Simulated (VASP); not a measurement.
The system is Re.

```
Re
1.0
     2.76080    0.00000    0.00000
    -1.38040    2.39092    0.00000
     0.00000    0.00000    4.45820
Re
2
Direct
  0.33333 0.66667 0.25000
  0.66667 0.33333 0.75000
```

| Property | Result |
| --- | --- |
| Program | VASP 6.6.1 |
| Task | relaxation of cell and atoms |
| Functional | PBE |
| Potentials or basis | VASP PAW PBE potentials, release 64 (Re) |
| Cutoff | 600 eV |
| k mesh | 18 × 18 × 10 |
| Occupations | gaussian, width 0.1 eV |
| Spin | no spin polarisation |

At the start: pressure 5.7 GPa; volume 14.71 Å³/atom.

**Question.** Where does the relaxation end?

**Answer.** Over 25 steps the energy falls by 3.8 meV/atom and the volume is 14.94 Å³/atom (+1.5 %); space group P6_3/mmc (No. 194, to 0.05 Å).

The path:
```tsv
step	energy change (eV)	largest force (eV/Å)	pressure (GPa)	volume (Å³)
1	0.0000	0.0000	5.69	29.43
2	0.1114	0.0000	-19.50	31.71
3	-0.0077	0.0000	-0.11	29.88
4	-0.0077	0.0000	-0.03	29.87
5	-0.0077	0.0000	0.01	29.86
6	-0.0077	0.0000	0.11	29.86
7	-0.0077	0.0000	0.10	29.86
8	-0.0077	0.0000	0.12	29.86
9	-0.0077	0.0000	0.10	29.86
10	-0.0077	0.0000	0.10	29.86
11	-0.0077	0.0000	0.05	29.86
12	-0.0077	0.0000	0.04	29.87
13	-0.0077	0.0000	-0.06	29.88
14	-0.0077	0.0000	-0.10	29.87
15	-0.0077	0.0000	-0.04	29.87
16	-0.0077	0.0000	-0.03	29.87
17	-0.0077	0.0000	-0.03	29.87
18	-0.0077	0.0000	-0.04	29.87
19	-0.0077	0.0000	-0.02	29.86
20	-0.0077	0.0000	0.16	29.85
21	-0.0077	0.0000	0.20	29.86
22	-0.0077	0.0000	0.06	29.86
23	-0.0077	0.0000	0.05	29.86
24	-0.0077	0.0000	0.07	29.86
25	-0.0077	0.0000	-0.04	29.87
```

Final structure:
```xyz
2
Lattice="2.7743 0.0000 0.0000 -1.3871 2.4026 0.0000 0.0000 0.0000 4.4816" Properties=species:S:1:pos:R:3 pbc="T T T"
Re    0.0000    1.6017    1.1204
Re    1.3871    0.8009    3.3612
```
